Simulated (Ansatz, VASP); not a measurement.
**One calculation of NiO, two programs**

```
CELL_PARAMETERS angstrom
0.00000 2.13355 2.13355
2.13355 0.00000 2.13355
2.13355 2.13355 0.00000
ATOMIC_POSITIONS crystal
Ni 0.00000 0.00000 0.00000
O 0.50000 0.50000 0.50000
```

Alike in both runs: functional PBE; k mesh 8 × 8 × 8; occupations gaussian, width 0.1 eV; collinear spin; Hubbard terms Ni d U = 6.2 eV.

Ansatz relaxed the structure, and its values are those at the end. VASP's run is a single point on that final structure, the one shown.

```csv
,VASP,Ansatz
version,VASP 6.6.1,Ansatz 0.2.0
potentials or method,"VASP PAW PBE potentials, release 64 (Ni, O), cutoff 520 eV","scalar-relativistic, plane waves, PAW"
valence electrons in the cell,16,24
```

```csv
,VASP,Ansatz,Ansatz less VASP
gap on the k mesh at the Fermi level (eV),2.36,1.94,-0.423
least direct gap on the mesh (eV),3.22,3.06,-0.161
pressure (GPa),-8.2,0.1,+8.25
net moment per atom (μB),1.00,1.00,0.000
size of the moment on the site where the two differ most (μB),1.83,1.74,-0.090
```

Site moments also hang on the region over which each program counts them. The programs project onto different local orbitals, so the same U acts differently, and such runs can settle in different states. VASP's potentials hold 16 valence electrons a cell and Ansatz's 24, so a difference there can come from the potentials and not from the codes.
